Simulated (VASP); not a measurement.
# CsBr (Pm-3m) in VASP: further runs, part 2 of 2

VASP 6.6.1.

## (3) Single point, PBE (strained)

The input, INCAR:

```
SYSTEM = CsBr
PREC = Accurate
ENCUT = 500
EDIFF = 1E-6
ISMEAR = 0
SIGMA = 0.02
LREAL = .FALSE.
LASPH = .TRUE.
NELM = 120
ALGO = Normal
ISIF = 2
LWAVE = .FALSE.
LCHARG = .FALSE.
GGA = PE
NBANDS = 15
GGA_COMPAT = .FALSE.
```

The input, KPOINTS:

```
Automatic mesh
0
G
  6 6 6
  0 0 0
```

The input, POSCAR:

```
CsBr
1.0
    4.1988227600      0.0000000000      0.0000000000
    0.0000000000      4.1988227600      0.0000000000
    0.0000000000      0.0000000000      4.1988227600
Cs Br
1 1
Direct
    0.0000000000      0.0000000000      0.0000000000
    0.5000000000      0.5000000000      0.5000000000
```

Potentials or basis: VASP PAW PBE potentials, release 64 (Cs_sv, Br).

Run with:

```
$ cat potpaw_PBE.64/Cs_sv/POTCAR potpaw_PBE.64/Br/POTCAR > POTCAR
$ mpirun -np 1 vasp_std > vasp.out
```

OUTCAR:

```text
SYSTEM = CsBr
   PREC = Accurate
   ENCUT = 500
   EDIFF = 1E-6
   ISMEAR = 0
   LREAL = .FALSE.
   LASPH = .TRUE.
   NELM = 120
   ISIF = 2
   GGA = PE

 ion  position               nearest neighbor table
   1  0.000  0.000  0.000-
   2  0.500  0.500  0.500-

  LATTYP: Found a simple cubic cell.
 ALAT       =     4.1988227600

  Lattice vectors:

 A1 = (   4.1988227600,   0.0000000000,   0.0000000000)
 A2 = (   0.0000000000,   4.1988227600,   0.0000000000)
 A3 = (   0.0000000000,   0.0000000000,   4.1988227600)

Analysis of symmetry for initial positions (statically):
=====================================================================
 Subroutine PRICEL returns:
 Original cell was already a primitive cell.

 Routine SETGRP: Setting up the symmetry group for a
 simple cubic supercell.

 Subroutine GETGRP returns: Found 48 space group operations
 (whereof 48 operations were pure point group operations)
 out of a pool of 48 trial point group operations.

The static configuration has the point symmetry O_h .
[... 166 lines left out ...]
      1     -19.6759      2.00000
      2     -12.4245      2.00000
      3      -6.2403      2.00000
      4      -6.2403      2.00000
      5      -6.2403      2.00000
      6       0.0406      2.00000
      7       0.0406      2.00000
      8       0.0406      2.00000
      9       4.7980      0.00000
     10       4.8642      0.00000
     11       4.8642      0.00000
     12       9.3419      0.00000
     13       9.3419      0.00000
     14       9.3419      0.00000
[... 329 lines left out ...]
      2     -12.2162      2.00000
      3      -6.7091      2.00000
      4      -6.7091      2.00000
      5      -6.7091      2.00000
      6      -1.3140      2.00000
      7      -1.3140      2.00000
      8      -1.3140      2.00000
      9       8.6533      0.00000
     10       8.6533      0.00000
     11       8.6533      0.00000
     12       9.5234      0.00000
     13       9.5234      0.00000
     14       9.5234      0.00000
     15      11.7874      0.00000

------------------------ aborting loop because EDIFF is reached ----------------------------------------

  FORCE on cell =-STRESS in cart. coord.  units (eV):
  Direction    XX          YY          ZZ          XY          YZ          ZX
  --------------------------------------------------------------------------------------
  -------------------------------------------------------------------------------------
  Total        1.0879888      1.0879888      1.0879888      0.0000000     -0.0000000      0.0000000
  in kB       23.5479104     23.5479104     23.5479104      0.0000000     -0.0000000      0.0000000
  external PRESSURE =      23.5479104 kB  Pullay stress =       0.0000000 kB

 VOLUME and BASIS-vectors are now :
 -----------------------------------------------------------------------------
  energy-cutoff  :      500.00
  volume of cell :       74.03
      direct lattice vectors                 reciprocal lattice vectors
     4.198822760  0.000000000  0.000000000     0.238161994  0.000000000  0.000000000
     0.000000000  4.198822760  0.000000000     0.000000000  0.238161994  0.000000000
     0.000000000  0.000000000  4.198822760     0.000000000  0.000000000  0.238161994

 POSITION                                       TOTAL-FORCE (eV/Angst)
 -----------------------------------------------------------------------------------
      0.00000      0.00000      0.00000         0.000000      0.000000      0.000000
      2.09941      2.09941      2.09941         0.000000      0.000000      0.000000
 -----------------------------------------------------------------------------------
    total drift:                                0.000000      0.000000     -0.000000

  FREE ENERGIE OF THE ION-ELECTRON SYSTEM (eV)
  ---------------------------------------------------
  free  energy   TOTEN  =        -5.9543683093 eV

  energy  without entropy=       -5.9543683093  energy(sigma->0) =       -5.95436831
```

stdout:

```text
POSCAR found type information on POSCAR CsBr
 POSCAR found :  2 types and       2 ions
 scaLAPACK will be used
 LDA part: xc-table for (Slater+PW92), standard interpolation
 POSCAR, INCAR and KPOINTS ok, starting setup
 FFT: planning ... GRIDC
 FFT: planning ... GRID_SOFT
 FFT: planning ... GRID
 WAVECAR not read
 entering main loop
```

Wall time 24 s (1 thread of AMD EPYC 7R43 (Zen 3), shared host); peak memory 0.15 GiB.

Results:

- Free energy: -5.9544 eV
- Pressure: 2.4 GPa
- Band gap on the k mesh: 4.76 eV

Levels at points of the mesh, in eV from the valence-band top:
```tsv
k point	band 5	band 6	band 7	band 8	band 9	band 10	band 11	band 12
(0.00, 0.00, 0.00)	-6.28	0.00	0.00	0.00	4.76	4.82	4.82	9.30
(0.50, 0.00, 0.00)	-6.15	-1.48	-0.27	-0.27	5.92	7.60	8.12	8.30
(0.50, 0.50, 0.00)	-6.07	-0.60	-0.60	-0.03	5.29	5.53	7.27	7.27
(0.50, 0.50, 0.50)	-6.75	-1.35	-1.35	-1.35	8.61	8.61	8.61	9.48
```

Caveat: the cell differs from its parent crystal (strained); spin-orbit coupling is left out, which moves the levels of the heavy elements. A k mesh can miss the band edges.

## (4) Single point, PBE (strained)

The input, INCAR:

```
ALGO = Normal
EDIFF = 1E-6
ENCUT = 500
GGA = PE
GGA_COMPAT = F
ISIF = 2
ISMEAR = 0
LASPH = T
LCHARG = F
LREAL = F
LWAVE = F
NBANDS = 15
NELM = 120
PREC = Accurate
SIGMA = 0.02
```

The input, KPOINTS:

```
k-points
0
Gamma
  6 6 6
```

The input, POSCAR:

```
CsBr
1.0
    4.2252673800      0.0000000000      0.0000000000
    0.0000000000      4.2252673800      0.0000000000
    0.0000000000      0.0000000000      4.2252673800
Cs Br
1 1
Direct
    0.0000000000      0.0000000000      0.0000000000
    0.5000000000      0.5000000000      0.5000000000
```

Run with:

```
$ cat potpaw_PBE.64/Cs_sv/POTCAR potpaw_PBE.64/Br/POTCAR > POTCAR
$ mpirun -np 1 vasp_std > vasp.out
```

Run time: 22 s. Hardware: 1 thread of AMD EPYC 7R43 (Zen 3), shared host; peak memory 0.15 GiB.

It converged, with:

- Free energy: -5.9733 eV
- Pressure: 1.9 GPa
- Band gap on the k mesh: 4.68 eV

Levels at points of the mesh, in eV from the valence-band top:
```
           k point  band 5  band 6  band 7  band 8  band 9  band 10  band 11  band 12
(0.00, 0.00, 0.00)   -6.31    0.00    0.00    0.00    4.68     4.85     4.85     9.25
(0.50, 0.00, 0.00)   -6.18   -1.43   -0.25   -0.25    5.92     7.51     8.01     8.31
(0.50, 0.50, 0.00)   -6.10   -0.59   -0.59   -0.02    5.28     5.52     7.26     7.26
(0.50, 0.50, 0.50)   -6.75   -1.30   -1.30   -1.30    8.52     8.52     8.52     9.39
```

Caveat: the cell differs from its parent crystal (strained); spin-orbit coupling is left out, which moves the levels of the heavy elements.

## (5) Single point, PBEsol (strained)

The input, INCAR:

```
PREC = Accurate
ENCUT = 500
EDIFF = 1E-6
ISMEAR = 0
SIGMA = 0.02
LREAL = False
LASPH = True
NELM = 120
ALGO = Normal
ISIF = 2
LWAVE = False
LCHARG = True
GGA = PS
LELF = True
LVHAR = True
NBANDS = 15
GGA_COMPAT = False
```

The input, KPOINTS:

```
regular mesh
0
Gamma
  6 6 6
```

The input, POSCAR:

```
CsBr
1.0
    4.2763993600      0.0000000000      0.0000000000
    0.0000000000      4.2763993600      0.0000000000
    0.0000000000      0.0000000000      4.2763993600
Cs Br
1 1
Direct
    0.0000000000      0.0000000000      0.0000000000
    0.5000000000      0.5000000000      0.5000000000
```

Run with:

```
$ cat potpaw_PBE.64/Cs_sv/POTCAR potpaw_PBE.64/Br/POTCAR > POTCAR
$ mpirun -np 1 vasp_std > vasp.out
```

Run time: 24 s. Hardware: 1 thread of AMD EPYC 7R43 (Zen 3), shared host; peak memory 0.15 GiB.

Results (log left out):

```yaml
Free_energy: -6.3459 eV
Pressure: -0.3 GPa
Band_gap_on_the_k_mesh: 4.35 eV
```

Levels at points of the mesh, in eV from the valence-band top:
```tsv
k point	band 6	band 7	band 8	band 9	band 10	band 11
(0.00, 0.00, 0.00)	0.00	0.00	0.00	4.35	4.79	4.79
(0.50, 0.00, 0.00)	-1.38	-0.23	-0.23	5.84	7.24	7.64
(0.50, 0.50, 0.00)	-0.59	-0.59	0.00	5.14	5.38	7.17
(0.50, 0.50, 0.50)	-1.23	-1.23	-1.23	8.30	8.30	8.30
```

Caveat: the cell differs from its parent crystal (strained); the PAW data sets were made with another functional, which shifts forces and pressure a little; spin-orbit coupling is left out, which moves the levels of the heavy elements.

## (6) The runs side by side

```csv
level,cell,gap on the mesh (eV),pressure (GPa)
PBE,"a = 4.160 Å, 2 atoms",4.77,3.1
PBE,"a = 4.199 Å, 2 atoms",4.76,2.4
PBE,"a = 4.225 Å, 2 atoms",4.68,1.9
PBEsol,"a = 4.276 Å, 2 atoms",4.35,-0.3
```

Alike in all rows: task single point; potentials or basis VASP PAW PBE potentials, release 64 (Cs_sv, Br); no spin polarisation; k mesh 6 × 6 × 6; cutoff (eV) 500; smearing gaussian 0.02 eV.

Caveats: spin-orbit coupling is left out, which moves the levels of the heavy elements; the cell stands under pressure (at least some runs); the PAW data sets were made with another functional, which shifts forces and pressure a little (at least some runs).

Total energies depend on the potentials used, so only differences within one code and one set of settings carry meaning.
